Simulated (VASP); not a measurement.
Write the native input for VASP 6.6.1 that does the following.

| Quantity | Value |
| --- | --- |
| Task | single point |
| Functional | PBE |
| Potentials or basis | VASP PAW PBE potentials, release 64 (Mg, B) |
| Cutoff | 520 eV |
| k mesh | 8 × 8 × 6 |
| Occupations | gaussian, width 0.02 eV |
| Spin | no spin polarisation |
| Further INCAR settings | ALGO = Normal; EDIFF = 1e-07 |

The structure of MgB2 lies in POSCAR:

```
MgB2
1.0
    3.0850000000      0.0000000000      0.0000000000
   -1.5425000000      2.6716883707      0.0000000000
    0.0000000000      0.0000000000      3.5230000000
Mg B
1 2
Direct
   -0.0049350000     -0.0070940000     -0.0007250000
    0.6687680000      0.3335750000      0.4990740000
    0.3278470000      0.6613100000      0.5028510000
```

This cell differs from its parent crystal: atoms moved at random.

These files were run (other wordings do the same):

INCAR

```
SYSTEM = MgB2
ALGO     = Normal         ! electronic algorithm
EDIFF    = 1E-7           ! SCF threshold, eV
ENCUT    = 520            ! plane-wave cutoff, eV
ISIF     = 2              ! what is computed and relaxed
ISMEAR   = 0              ! smearing method
LASPH    = .TRUE.         ! aspherical terms in the spheres
LCHARG   = .FALSE.        ! write CHGCAR
LREAL    = .FALSE.        ! projectors in reciprocal space
LWAVE    = .FALSE.        ! write WAVECAR
NELM     = 100            ! most SCF steps
PREC     = Accurate       ! precision mode
SIGMA    = 0.02           ! smearing width, eV
```

KPOINTS

```
k-points
0
Gamma
  8 8 6
```

Potentials or basis: VASP PAW PBE potentials, release 64 (Mg, B).

Run with:

```sh
$ cat potpaw_PBE.64/Mg/POTCAR potpaw_PBE.64/B/POTCAR > POTCAR
$ mpirun -np 1 vasp_std > vasp.out
```

It gave:

```
Pressure               : -1.1 GPa
Largest force          : 0.167 eV/Å
Band gap on the k mesh : zero (bands 4 and 5 overlap by 2.67 eV)
```

Caveat: the cell differs from its parent crystal (atoms moved at random).

Run time: 30 s on 1 thread of Intel(R) Xeon(R) Platinum 8375C CPU @ 2.90GHz (Ice Lake), with other jobs on the host, peak memory 0.18 GiB.
